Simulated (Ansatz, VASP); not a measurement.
# MoN2: VASP beside Ansatz

The input INCAR:

```
ALGO = Normal
EDIFF = 1E-6
ENCUT = 520
GGA = PE
ISIF = 2
ISMEAR = 0
LASPH = T
LCHARG = F
LREAL = F
LWAVE = F
NBANDS = 33
NELM = 60
PREC = Accurate
SIGMA = 0.15
```

The input KPOINTS:

```
k-points
0
Gamma
  12 12 18
```

POSCAR

```
MoN2
1.0
    4.8205314164      0.0000000000      0.0000000000
    0.0000000000      3.8455924782      0.0000000000
    0.0000000000      0.0000000000      2.7518917152
Mo N
2 4
Direct
    0.5000000000      0.5000000000      0.0000000000
    0.0000000000      0.0000000000      0.0000000000
    0.8879039728      0.3879039728      0.5000000000
    0.1120960272      0.6120960272      0.5000000000
    0.3879039728      0.1120960272      0.5000000000
    0.6120960272      0.8879039728      0.5000000000
```

Input for Ansatz:

```yaml
crystal:
  lattice:
    - [4.8205314164, 0.0, 0.0]
    - [0.0, 3.8455924782, 0.0]
    - [0.0, 0.0, 2.7518917152]
  atoms:
    - { symbol: Mo, position: [0.5, 0.5, 0.0] }
    - { symbol: Mo, position: [0.0, 0.0, 0.0] }
    - { symbol: "N", position: [0.8879039728, 0.3879039728, 0.5] }
    - { symbol: "N", position: [0.1120960272, 0.6120960272, 0.5] }
    - { symbol: "N", position: [0.3879039728, 0.1120960272, 0.5] }
    - { symbol: "N", position: [0.6120960272, 0.8879039728, 0.5] }
basis:
  ecutwfc: 420
kpoints:
  mp_grid: { grid: [12, 12, 18] }
hamiltonian:
  xc: pbe
scf:
  occupations: { method: gaussian, width: 0.15 }
output:
  forces: true
  stress: true
  eigenvalues: true
```

Change from the starting cell: strain +0.1125 x Voigt [1, -1, 0, 0, 0, 0], atoms carried along.

Alike in both runs: task single point; functional PBE; k mesh 12 × 12 × 18; occupations gaussian, width 0.15 eV; no spin polarisation.

|  | VASP | Ansatz |
| --- | --- | --- |
| version | VASP 6.6.1 | Ansatz 0.2.0 |
| potentials or method | VASP PAW PBE potentials, release 64 (Mo_sv, N), cutoff 520 eV | scalar-relativistic, plane waves, PAW |
| valence electrons in the cell | 48 | 48 |

VASP gave:

| Item | Value |
| --- | --- |
| gap on the k mesh at the Fermi level (eV) | none |
| pressure (GPa) | 17.4 |
| traceless stress, the component that is largest in VASP (GPa) | -55.37 |
| rms of the force components (eV/Å) | 0.510 |

**Question.** Estimate Ansatz's values.

**Answer.** gap on the k mesh at the Fermi level (eV): none; pressure (GPa): 16.8; traceless stress, the component that is largest in VASP (GPa): -55.30; rms of the force components (eV/Å): 0.537.

Atom by atom the forces differ by 0.042 eV/Å (rms over components). A gap of «none» marks a metal or a gap that the smearing closes. With one functional, cell and mesh, what is left measures potentials, basis and numerics.
